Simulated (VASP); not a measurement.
VSi (zincblende type), 2 atoms in the cell. It takes space group F-43m (No. 216, cubic). Conventional cell: a = 4.676 Å, b = 4.676 Å, c = 4.676 Å, α = 90.00°, β = 90.00°, γ = 90.00°. Within 2.7 Å of V (site symmetry -43m) lie 4 Si at 2.02 Å. Si (site symmetry -43m) has 4 V at 2.02 Å within 2.7 Å. 

```yaml
Program: VASP 6.6.1
Task: relaxation of cell and atoms
Functional: LDA
Potentials_or_basis: VASP PAW LDA potentials, release 64 (V_sv, Si)
Cutoff: 600 eV
k_mesh: 13 × 13 × 13
Occupations: fermi-dirac, width 0.1 eV
Spin: no spin polarisation
Target_pressure: 79 GPa
Dipole_correction: no
Further_INCAR_settings: ALGO = Normal; EDIFF = 1e-06; IBRION = 2; EDIFFG = -0.005; NSW = 32; ISIF = 3
```

Potentials or basis: VASP PAW LDA potentials, release 64 (V_sv, Si).

Launch:

```console
$ cat potpaw_LDA.64/V_sv/POTCAR potpaw_LDA.64/Si/POTCAR > POTCAR
$ mpirun -np 1 vasp_std > vasp.out
```

Hardware: 1 thread of Intel(R) Xeon(R) 6975P-C (Granite Rapids), with other jobs on the host.

How long does it take, and how much memory?

Wall time 25 s on 1 thread of Intel(R) Xeon(R) 6975P-C (Granite Rapids) (shared host), peak memory 0.17 GiB. Counts: scf iterations 26, k points 84, ion steps 3.
